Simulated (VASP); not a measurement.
Wanted: the native input for a VASP 6.6.1 run.

| Quantity | Value |
| --- | --- |
| Task | single point |
| Functional | PBEsol |
| Potentials or basis | VASP PAW PBE potentials, release 64 (Hf_pv, H) |
| Cutoff | 520 eV |
| k mesh | 20 × 20 × 20 |
| Occupations | gaussian, width 0.15 eV |
| Spin | no spin polarisation |
| Dipole correction | no |
| Further INCAR settings | ALGO = Normal; EDIFF = 1e-07; NBANDS = 13 |

The structure of HfH2 lies in POSCAR:

```
HfH2
1.0
   -1.7390000000      1.7390000000      2.1805000000
    1.7390000000     -1.7390000000      2.1805000000
    1.7390000000      1.7390000000     -2.1805000000
Hf H
1 2
Direct
    0.0000000000      0.0000000000      0.0000000000
    0.7585989452      0.2585989452      0.5000000000
    0.2585989452      0.7585989452      0.5000000000
```

This cell differs from its parent crystal: all H atoms moved +0.037 Å, as atom 2 along Cartesian [0 0 1].

The input as run:

INCAR

```
SYSTEM = HfH2
ALGO = Normal
EDIFF = 1E-7
ENCUT = 520
GGA = PS
ISIF = 2
ISMEAR = 0
LASPH = .True.
LCHARG = .False.
LREAL = .False.
LWAVE = .False.
NBANDS = 13
NELM = 100
PREC = Accurate
SIGMA = 0.15
```

KPOINTS

```
k-points
0
Gamma
  20 20 20
  0 0 0
```

Potentials or basis: VASP PAW PBE potentials, release 64 (Hf_pv, H).

Command:

```bash
$ cat potpaw_PBE.64/Hf_pv/POTCAR potpaw_PBE.64/H/POTCAR > POTCAR
$ mpirun -np 1 vasp_std > vasp.out
```

It gave:

- Pressure: -5.7 GPa
- Largest force: 0.342 eV/Å
- Band gap on the k mesh: zero (band 6 reaches 5.80 eV, above the bottom of band 7 at 4.75 eV)

Caveat: the cell differs from its parent crystal (all H atoms moved +0.037 Å, as atom 2 along Cartesian [0 0 1]); the PAW data sets were made with another functional, which shifts forces and pressure a little; spin-orbit coupling is left out, which moves the levels of the heavy elements.

Run time: 50 s on 1 thread of Intel(R) Xeon(R) 6975P-C (Granite Rapids), with other jobs on the host, peak memory 0.33 GiB.
